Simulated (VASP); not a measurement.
# ScAl (Pm-3m) in VASP: further runs

Runs on ScAl. Level: LDA. Tasks: single point, relaxation of cell and atoms.

All numbers are computed with VASP 6.6.1; they aren't measurements. Logs are shortened: lines on timing, memory, paths and dates and some standing lists are left out, and cuts for length are marked.

### Step 1. The cell of the first run

Symmetry: Pm-3m, No. 221, cubic system. Conventional cell: a = 3.309 Å, b = 3.309 Å, c = 3.309 Å, α = 90.00°, β = 90.00°, γ = 90.00°. Within 3.8 Å of Sc (site symmetry m-3m) lie 8 Al at 2.87 Å and 6 Sc at 3.31 Å. Al (site symmetry m-3m) has 8 Sc at 2.87 Å and 6 Al at 3.31 Å within 3.8 Å.

### Step 2. Single point, LDA

The input, INCAR:

```
SYSTEM = ScAl
PREC = Accurate
ENCUT = 520
EDIFF = 1E-6
ISMEAR = -1
SIGMA = 0.1
LREAL = .False.
LASPH = .True.
NELM = 80
ALGO = Normal
ISIF = 2
LWAVE = .False.
LCHARG = .True.
GGA = CA
LELF = .True.
LVHAR = .True.
NBANDS = 14
```

The input, KPOINTS:

```
Automatic mesh
0
Gamma
  12 12 12
  0 0 0
```

The input, POSCAR:

```
ScAl
1.0
    3.3088367775      0.0000000000      0.0000000000
    0.0000000000      3.3088367775      0.0000000000
    0.0000000000      0.0000000000      3.3088367775
Sc Al
1 1
Direct
    0.5000000000      0.5000000000      0.5000000000
    0.0000000000      0.0000000000      0.0000000000
```

Potentials or basis: VASP PAW LDA potentials, release 64 (Sc_sv, Al).

Command:

```console
> cat potpaw_LDA.64/Sc_sv/POTCAR potpaw_LDA.64/Al/POTCAR > POTCAR
> mpirun -np 1 vasp_std > vasp.out
```

OUTCAR:

```text
SYSTEM = ScAl
   PREC = Accurate
   ENCUT = 520
   EDIFF = 1E-6
   ISMEAR = -1
   LREAL = .False.
   LASPH = .True.
   NELM = 80
   ISIF = 2
   GGA = CA

 ion  position               nearest neighbor table
   1  0.500  0.500  0.500-   2 2.87   2 2.87   2 2.87   2 2.87   2 2.87   2 2.87   2 2.87   2 2.87

   2  0.000  0.000  0.000-   1 2.87   1 2.87   1 2.87   1 2.87   1 2.87   1 2.87   1 2.87   1 2.87

  LATTYP: Found a simple cubic cell.
 ALAT       =     3.3088367775

  Lattice vectors:

 A1 = (   3.3088367775,   0.0000000000,   0.0000000000)
 A2 = (   0.0000000000,   3.3088367775,   0.0000000000)
 A3 = (   0.0000000000,   0.0000000000,   3.3088367775)

Analysis of symmetry for initial positions (statically):
=====================================================================
 Subroutine PRICEL returns:
 Original cell was already a primitive cell.

 Routine SETGRP: Setting up the symmetry group for a
 simple cubic supercell.

 Subroutine GETGRP returns: Found 48 space group operations
 (whereof 48 operations were pure point group operations)
 out of a pool of 48 trial point group operations.

The static configuration has the point symmetry O_h .

Analysis of symmetry for dynamics (positions and initial velocities):
=====================================================================
 Subroutine PRICEL returns:
 Original cell was already a primitive cell.

 Routine SETGRP: Setting up the symmetry group for a
 simple cubic supercell.

 Subroutine GETGRP returns: Found 48 space group operations
 (whereof 48 operations were pure point group operations)
 out of a pool of 48 trial point group operations.

The dynamic configuration has the point symmetry O_h .

 Subroutine INISYM returns: Found 48 space group operations
 (whereof 48 operations are pure point group operations),
 and found     1 'primitive' translations

----------------------------------------------------------------------------------------

                                     Primitive cell

  volume of cell :      36.2265

  direct lattice vectors                    reciprocal lattice vectors
     3.308836777  0.000000000  0.000000000     0.302221012  0.000000000  0.000000000
     0.000000000  3.308836777  0.000000000     0.000000000  0.302221012  0.000000000
[... 92 lines left out ...]
   ISYM   =      2    0-nonsym 1-usesym 2-fastsym
   POTIM  = 0.5000    time-step for ionic-motion
   TEBEG  =    0.0;   TEEND  =   0.0 temperature during run
   PSTRESS=    0.0 pullay stress
   NELECT =      14.0000    total number of electrons
   NUPDOWN=      -1.0000    fix difference up-down
   EMIN   =  10.00;   EMAX   =-10.00  energy-range for DOS
   EFERMI =   0.00;   METHOD = LEGACY
   ISMEAR =    -1;   SIGMA  =   0.10  broadening in eV -4-tet -1-fermi 0-gaus
   EFERMI_NEDOS =   21; number of points for ismear=-14 and -15
   IALGO  =     38    algorithm
   IMIX   =      4    mixing-type and parameters
     AMIX     =   0.40;   BMIX     =  1.00
     AMIX_MAG =   1.60;   BMIX_MAG =  1.00
  volume/ion in A,a.u.               =      18.11       122.23
  Fermi-wavevector in a.u.,A,eV,Ry     =   1.192455  2.253414 19.346804  1.421950
  Thomas-Fermi vector in A             =   2.328493
   LORBIT       =      0    0 simple, 1 ext, 2 COOP (PROOUT), +10 PAW based schemes
   GGA     = CA    functional components
   LHFCALC =     F    Hartree Fock is set to
   AEXX    =    0.0000 exact exchange contribution
   IVDW    =     0    specifies the selected vdW correction
   LEPSILON=     F    determine dielectric tensor
   LRPA    =     F    only Hartree local field effects (RPA)
 non-spin polarized calculation
  energy-cutoff  :      520.00
  volume of cell :       36.23
 maximum number of plane-waves:       996
 NGX is ok and might be reduce to    28
   NGX = 13   NGY = 13   NGZ = 13

 number of electron      14.0000003 magnetization

 Free energy of the ion-electron system (eV)
  ---------------------------------------------------
  ext. energy  EPLUGINS =         0.00000000
  ---------------------------------------------------
  free energy    TOTEN  =       -11.90259524 eV

  energy without entropy =      -11.87440362  energy(sigma->0) =      -11.88849943

 E-fermi :   6.2500     XC(G=0): -10.7607

 val. band max:        6.2469460796   @ k =   0.5000   0.4167   0.1667
 cond. band min:       6.3175230766   @ k =   0.5000   0.1667   0.0000
 fundamental gap:      0.0705769970
 Fermi energy:         6.2500435532

 k-point     1 :       0.0000    0.0000    0.0000
  band No.  band energies     occupation
      1     -42.4189      2.00000
      2     -21.3438      2.00000
      3     -21.3438      2.00000
      4     -21.3438      2.00000
      5      -2.3527      2.00000
      6       5.5000      1.99889
      7       5.5000      1.99889
      8       9.0848      0.00000
      9       9.0848      0.00000
     10       9.0848      0.00000
     11      10.2456      0.00000
     12      10.2456      0.00000
     13      10.2456      0.00000
     14      15.2450      0.00000
[... 377 lines left out ...]
      1     -42.3856      2.00000
      2     -21.5307      2.00000
      3     -21.4856      2.00000
      4     -21.3095      2.00000
      5       0.9166      2.00000
      6       3.5416      2.00000
      7       4.8998      2.00000
      8       6.5481      0.09663
      9       7.6474      0.00000
     10       8.0931      0.00000
     11      10.0952      0.00000
     12      11.4864      0.00000
     13      12.4737      0.00000
     14      14.0065      0.00000

 [... further k-points ...]

------------------------ aborting loop because EDIFF is reached ----------------------------------------

  FORCE on cell =-STRESS in cart. coord.  units (eV):
  Direction    XX          YY          ZZ          XY          YZ          ZX
  --------------------------------------------------------------------------------------
  -------------------------------------------------------------------------------------
  Total        0.0374680      0.0374680      0.0374680      0.0000000      0.0000000      0.0000000
  in kB        1.6570880      1.6570880      1.6570880      0.0000000      0.0000000      0.0000000
  external PRESSURE =       1.6570880 kB  Pullay stress =       0.0000000 kB

 VOLUME and BASIS-vectors are now :
 -----------------------------------------------------------------------------
  energy-cutoff  :      520.00
  volume of cell :       36.23
      direct lattice vectors                 reciprocal lattice vectors
     3.308836777  0.000000000  0.000000000     0.302221012  0.000000000  0.000000000
     0.000000000  3.308836777  0.000000000     0.000000000  0.302221012  0.000000000
     0.000000000  0.000000000  3.308836777     0.000000000  0.000000000  0.302221012

 POSITION                                       TOTAL-FORCE (eV/Angst)
 -----------------------------------------------------------------------------------
      1.65442      1.65442      1.65442         0.000000      0.000000      0.000000
      0.00000      0.00000      0.00000         0.000000      0.000000      0.000000
 -----------------------------------------------------------------------------------
    total drift:                                0.000000      0.000000      0.000000

  FREE ENERGIE OF THE ION-ELECTRON SYSTEM (eV)
  ---------------------------------------------------
  free  energy   TOTEN  =       -11.9025952391 eV

  energy  without entropy=      -11.8744036227  energy(sigma->0) =      -11.88849943
```

stdout:

```text
POSCAR found type information on POSCAR ScAl
 POSCAR found :  2 types and       2 ions
 scaLAPACK will be used
 LDA part: xc-table for (Slater(with rela. corr.)+CA(PZ))
 , standard interpolation
 POSCAR, INCAR and KPOINTS ok, starting setup
 FFT: planning ... GRIDC
 FFT: planning ... GRID_SOFT
 FFT: planning ... GRID
 WAVECAR not read
 entering main loop
```

Run time: 40 s. Hardware: 1 thread of Intel Xeon Platinum 8259CL at 2.50GHz (Skylake/Cascade Lake), shared host; peak memory 0.17 GiB.

Results:

```yaml
Free_energy: -11.9026 eV
Pressure: 0.2 GPa
Band_gap_on_the_k_mesh: zero (band 7 reaches 6.57 eV, above the bottom of band 8 at 5.41 eV)
```

### Step 3. Single point, LDA

The input, INCAR:

```
SYSTEM = ScAl
PREC = Accurate
ENCUT = 520
EDIFF = 1E-7
ISMEAR = -1
SIGMA = 0.1
LREAL = .FALSE.
LASPH = .TRUE.
NELM = 80
ALGO = Normal
ISIF = 2
LWAVE = .FALSE.
LCHARG = .FALSE.
NBANDS = 14
```

The input, KPOINTS:

```
Automatic mesh
0
G
  12 12 12
  0 0 0
```

POSCAR is that of step 2.

Potentials or basis: VASP PAW LDA potentials, release 64 (Sc_sv, Al).

Command:

```console
> cat potpaw_LDA.64/Sc_sv/POTCAR potpaw_LDA.64/Al/POTCAR > POTCAR
> mpirun -np 1 vasp_std > vasp.out
```

It took 37 s on 1 thread of Intel Xeon Platinum 8259CL at 2.50GHz (Skylake/Cascade Lake), shared host; peak memory 0.17 GiB.

Results (log left out):

```
Free energy            : -11.9026 eV
Pressure               : 0.2 GPa
Band gap on the k mesh : zero (band 7 reaches 6.57 eV, above the bottom of band 8 at 5.41 eV)
```

Levels at points of the mesh, in eV from the Fermi level:
```
           k point  band 5  band 6  band 7  band 8  band 9  band 10
(0.00, 0.00, 0.00)   -8.60   -0.75   -0.75    2.83    2.83     2.83
(0.50, 0.00, 0.00)   -5.67   -4.61    0.24    0.80    0.80     3.09
(0.50, 0.50, 0.00)   -4.81   -1.76   -1.76   -0.84    1.57     1.57
(0.50, 0.50, 0.50)   -2.66   -2.66   -2.66   -0.25    3.17     3.17
```

### Step 4. Relaxation of cell and atoms, LDA

This run uses another cell than the first one, of 19.14 Å³/atom, 1.057 times its volume.

The input, INCAR:

```
SYSTEM = ScAl
  PREC = Accurate
  ENCUT = 600
  EDIFF = 1E-6
  ISMEAR = -1
  SIGMA = 0.1
  LREAL = .FALSE.
  LASPH = .TRUE.
  NELM = 80
  ALGO = Normal
  ISIF = 3
  LWAVE = .FALSE.
  LCHARG = .FALSE.
  IBRION = 2
  NSW = 100
  EDIFFG = -0.002
```

The input, KPOINTS:

```
regular mesh
0
G
  12 12 12
  0 0 0
```

The input, POSCAR:

```
ScAl
1.0
    3.3703489700      0.0000000000      0.0000000000
    0.0000000000      3.3703489700      0.0000000000
    0.0000000000      0.0000000000      3.3703489700
Sc Al
1 1
Direct
    0.5000000000      0.5000000000      0.5000000000
    0.0000000000      0.0000000000      0.0000000000
```

Command:

```console
> cat potpaw_LDA.64/Sc_sv/POTCAR potpaw_LDA.64/Al/POTCAR > POTCAR
> mpirun -np 1 vasp_std > vasp.out
```

Run time: 66 s. Hardware: 1 thread of Intel Xeon Platinum 8259CL at 2.50GHz (Skylake/Cascade Lake), shared host; peak memory 0.18 GiB.

It converged, with:

```yaml
Free_energy: -11.9029 eV
Relaxed_volume: 18.15 Å³/atom
Relaxed_cell: a = 3.311 Å, b = 3.311 Å, c = 3.311 Å, α = 90.00°, β = 90.00°, γ = 90.00°
Space_group_after_relaxing_to_0.05_Å: Pm-3m (No. 221)
Energy_gained_by_relaxing: 13.3 meV/atom
Ionic_steps: 3
Pressure_after_relaxing: 0.0 GPa
Band_gap_on_the_k_mesh: zero (band 7 reaches 6.55 eV, above the bottom of band 8 at 5.40 eV)
```

Step by step:
```tsv
step	energy change (eV)	largest force (eV/Å)	pressure (GPa)	volume (Å³)
1	0.0000	0.0000	-4.11	38.28
2	-0.0230	0.0000	1.70	35.63
3	-0.0265	0.0000	0.00	36.31
```

Final structure:
```xyz
2
Lattice="3.3113 0.0000 0.0000 0.0000 3.3113 0.0000 0.0000 0.0000 3.3113" Properties=species:S:1:pos:R:3 pbc="T T T"
Sc    1.6556    1.6556    1.6556
Al    0.0000    0.0000    0.0000
```

Levels at points of the mesh, in eV from the Fermi level:
```csv
k point,band 3,band 4,band 5,band 6,band 7,band 8,band 9,band 10,band 11
"(0.00, 0.00, 0.00)",-27.60,-27.60,-8.59,-0.75,-0.75,2.83,2.83,2.83,3.99
"(0.50, 0.00, 0.00)",-27.58,-27.58,-5.66,-4.61,0.24,0.80,0.80,3.08,4.03
"(0.50, 0.50, 0.00)",-27.79,-27.56,-4.81,-1.76,-1.76,-0.83,1.57,1.57,3.90
"(0.50, 0.50, 0.50)",-27.76,-27.76,-2.65,-2.65,-2.65,-0.26,3.16,3.16,3.16
```
